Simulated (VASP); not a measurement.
Runs of VASP 6.6.1 on Ta. The structure is that of space group I4/mmm (No. 139), or close to it. The cells are those of the table. 

```tsv
cell	further INCAR settings	gap on the mesh (eV)	pressure (GPa)
a = 2.897 Å, angles 103.5, 103.5, 122.2°, 1 atom	ALGO = Fast; EDIFF = 1e-07; NBANDS = 12	none	1.5
a = 2.876 Å, angles 105.4, 105.4, 118.0°, 1 atom	ALGO = Fast; EDIFF = 1e-07; NBANDS = 12	none	-1.3
a = 2.882 Å, angles 114.7, 114.7, 99.4°, 1 atom	ALGO = Fast; EDIFF = 1e-07; NBANDS = 12	none	-1.1
a = 2.864 Å, angles 107.3, 107.3, 113.9°, 1 atom	ALGO = Fast; EDIFF = 1e-06; NBANDS = 12	none	(c)
a = 2.866 Å, angles 112.1, 112.1, 104.2°, 1 atom	ALGO = Fast; EDIFF = 1e-06; NBANDS = 12	none	-2.9
a = 2.967 Å, angles 100.0, 100.0, 130.6°, 1 atom	ALGO = Fast; EDIFF = 1e-06; NBANDS = 12	none	(b)
a = 2.931 Å, angles 101.5, 101.5, 126.9°, 1 atom	ALGO = Fast; EDIFF = 1e-06; NBANDS = 12	none	4.5
a = 2.906 Å, angles 117.3, 117.3, 94.8°, 1 atom	ALGO = Fast; EDIFF = 1e-06; NBANDS = 12	none	(a)
```

Alike in all rows: task single point; level PBEsol; potentials or basis VASP PAW PBE potentials, release 64 (Ta_pv); no spin polarisation; k mesh 22 × 22 × 22; cutoff (eV) 520; smearing gaussian 0.15 eV.

Estimate the missing entries.

(a) 1.1; (b) 10.1; (c) -3.2.

Caveats: the PAW data sets were made with another functional, which shifts forces and pressure a little; spin-orbit coupling is left out, which moves the levels of the heavy elements.

A k mesh can miss the band edges, and the runs leave out spin-orbit coupling on Ta.

A gap of «none» marks levels without a gap at the run's occupations.
